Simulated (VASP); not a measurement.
Input of a VASP 6.6.1 run:

File INCAR:

```
SYSTEM = Tm2MgC2
PREC = Accurate ; ENCUT = 600
EDIFF = 1E-7 ; ISMEAR = 0
SIGMA = 0.2 ; LREAL = .FALSE.
LASPH = .TRUE. ; NELM = 200
ALGO = Normal ; ISIF = 3
LWAVE = .FALSE. ; LCHARG = .FALSE.
GGA = PE ; IBRION = 2
NSW = 36 ; EDIFFG = -0.08
GGA_COMPAT = .FALSE. ; NELMIN = 4
LMAXMIX = 6
```

Contents of KPOINTS:

```
Automatic mesh
0
G
  4 4 4
  0 0 0
```

Contents of POSCAR:

```
Tm2MgC2
1.0
    5.1260252800      0.0000000000      0.0000000000
   -2.5630126400      4.4392681100      0.0000000000
    0.0000000000      0.0000000000      4.4250592800
Tm Mg C
2 1 2
Direct
    0.3333333300      0.6666666700      0.7436171800
    0.6666666700      0.3333333300      0.7436171800
    0.0000000000      0.0000000000      0.1477442800
    0.3333333300      0.6666666700      0.2629242100
    0.6666666700      0.3333333300      0.2629242100
```

Potentials or basis: VASP PAW PBE potentials, release 64 (Tm_3, Mg, C), 4f in core.

Launch:

```sh
$ cat potpaw_PBE.64/Tm_3/POTCAR potpaw_PBE.64/Mg/POTCAR potpaw_PBE.64/C/POTCAR > POTCAR
$ mpirun -np 1 vasp_std > vasp.out
```

What does it give for the relaxed cell?

a = 5.149 Å, b = 5.149 Å, c = 4.585 Å, α = 90.00°, β = 90.00°, γ = 120.00°.

What does it give for the relaxed volume?

21.06 Å³/atom.

Predict the space group after relaxing (to 0.1 Å).

P6/mmm (No. 191).

Forces on the atoms (eV/Å):
```
Tm   0.000  0.000 -0.005
Tm   0.000  0.000 -0.005
Mg   0.000  0.000 -0.014
C    0.000  0.000  0.012
C    0.000  0.000  0.012
```

Caveat: spin-orbit coupling is left out, which moves the levels of the heavy elements; the 4f electrons are frozen in the core, so they carry no moment and show no levels. Spin polarisation is off, so any magnetic state and its effect on volume and gap are missing.
